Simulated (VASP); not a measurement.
A run of VASP 6.6.1:

INCAR

```
SYSTEM = TiTe2
PREC = Accurate
ENCUT = 520
EDIFF = 1E-6
ISMEAR = -1
SIGMA = 0.02
LREAL = .False.
LASPH = .True.
NELM = 60
ALGO = Normal
ISIF = 2
LWAVE = .False.
LCHARG = .False.
NBANDS = 19
```

KPOINTS

```
Automatic mesh
0
Gamma
  6 6 6
  0 0 0
```

The input POSCAR:

```
TiTe2
1.0
    0.0000000000      3.3521294337      3.3521294337
    3.3521294337      0.0000000000      3.3521294337
    3.3521294337      3.3521294337      0.0000000000
Ti Te
1 2
Direct
    0.0000000000      0.0000000000      0.0000000000
    0.2500000000      0.2500000000      0.2500000000
    0.7500000000      0.7500000000      0.7500000000
```

Potentials or basis: VASP PAW LDA potentials, release 64 (Ti_sv, Te).

The run is started by

```bash
$ cat potpaw_LDA.64/Ti_sv/POTCAR potpaw_LDA.64/Te/POTCAR > POTCAR
$ mpirun -np 1 vasp_std > vasp.out
```

Hardware: 1 thread of Intel(R) Xeon(R) 6975P-C (Granite Rapids), with other jobs on the host.

Problem. Estimate the wall time of this run.

Solution. Wall time 11 s on 1 thread of Intel(R) Xeon(R) 6975P-C (Granite Rapids), on a shared host, peak memory 0.18 GiB. Counts: scf iterations 15, k points 16.
